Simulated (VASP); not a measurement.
Set up this calculation in VASP 6.6.1, as the native input.

```yaml
Task: single point
Functional: PBE
Dispersion: D4
Potentials_or_basis: VASP PAW PBE potentials, release 64 (Mg, Se)
Cutoff: 600 eV
k_mesh: 10 × 10 × 4
Occupations: gaussian, width 0.1 eV
Spin: no spin polarisation
Dipole_correction: no
Further_INCAR_settings: ALGO = Normal; EDIFF = 1e-06; NBANDS = 19
```

The structure of Mg2Se lies in POSCAR:

```
Mg2Se
1.0
    3.7976932630      0.0000000000      0.0000000000
    0.0000000000      3.7976932630      0.0000000000
    0.0000000000      0.0000000000     11.4356853484
Mg Se
4 2
Direct
    0.0000000000      0.5000000000      0.3473128396
    0.0000000000      0.5000000000      0.8473128396
    0.5000000000      0.0000000000      0.1526871604
    0.5000000000      0.0000000000      0.6526871604
    0.0000000000      0.0000000000      0.0000000000
    0.5000000000      0.5000000000      0.5000000000
```

The input as run:

INCAR

```
SYSTEM = Mg2Se
PREC = Accurate ; ENCUT = 600
EDIFF = 1E-6 ; ISMEAR = 0
SIGMA = 0.1 ; LREAL = .FALSE.
LASPH = .TRUE. ; NELM = 120
ALGO = Normal ; ISIF = 2
LWAVE = .FALSE. ; LCHARG = .FALSE.
GGA = PE ; IVDW = 13
NBANDS = 19 ; GGA_COMPAT = .FALSE.
```

KPOINTS

```
regular mesh
0
G
  10 10 4
  0 0 0
```

Potentials or basis: VASP PAW PBE potentials, release 64 (Mg, Se).

The run is started by

```sh
$ cat potpaw_PBE.64/Mg/POTCAR potpaw_PBE.64/Se/POTCAR > POTCAR
$ mpirun -np 1 vasp_std > vasp.out
```

Results of the run:

```
Pressure                   : -1.2 GPa
Largest force              : 0.005 eV/Å
Band gap on the k mesh     : zero (bands 10 and 11 overlap by 1.33 eV)
Dispersion energy per atom : -0.188 eV
```

Wall time 5.8 min on 1 thread of Intel Xeon 8259CL (shared host), peak memory 0.43 GiB.
